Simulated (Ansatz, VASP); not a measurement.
# Hf3ZrS8 in VASP and in Ansatz

```
CELL_PARAMETERS angstrom
6.33844 0.00000 0.00019
0.00000 7.32180 0.00000
-0.00119 0.00000 6.81239
ATOMIC_POSITIONS crystal
Zr 0.50000 0.00000 0.00000
Hf 0.00000 0.74966 0.00000
Hf 0.50000 0.50000 0.00000
Hf 0.00000 0.25034 0.00000
S 0.66780 0.74826 0.21247
S 0.16700 0.50000 0.21204
S 0.66780 0.25174 0.21247
S 0.16409 0.00000 0.21244
S 0.83591 0.00000 0.78756
S 0.33220 0.74826 0.78753
S 0.83300 0.50000 0.78796
S 0.33220 0.25174 0.78753
```

Alike in both runs: functional PBE; k mesh 4 × 4 × 4; occupations gaussian, width 0.02 eV; no spin polarisation.

Ansatz relaxed the structure, and its values are those at the end. VASP's run is a single point on that final structure, the one shown.

|  | VASP | Ansatz |
| --- | --- | --- |
| version | VASP 6.6.1 | Ansatz 0.2.0 |
| potentials or method | VASP PAW PBE potentials, release 64 (Zr_sv, Hf_pv, S), cutoff 520 eV | scalar-relativistic, plane waves, PAW |
| valence electrons in the cell | 90 | 138 |

```csv
,VASP,Ansatz,Ansatz less VASP
gap on the k mesh at the Fermi level (eV),1.20,1.19,-0.010
least direct gap on the mesh (eV),1.23,1.22,-0.010
pressure (GPa),-0.4,0.0,+0.38
rms of the force components (eV/Å),0.026,0.002,-0.0241
```

VASP's potentials hold 90 valence electrons a cell and Ansatz's 138, so a difference there can come from the potentials and not from the codes.

Neither program's run includes spin-orbit coupling.
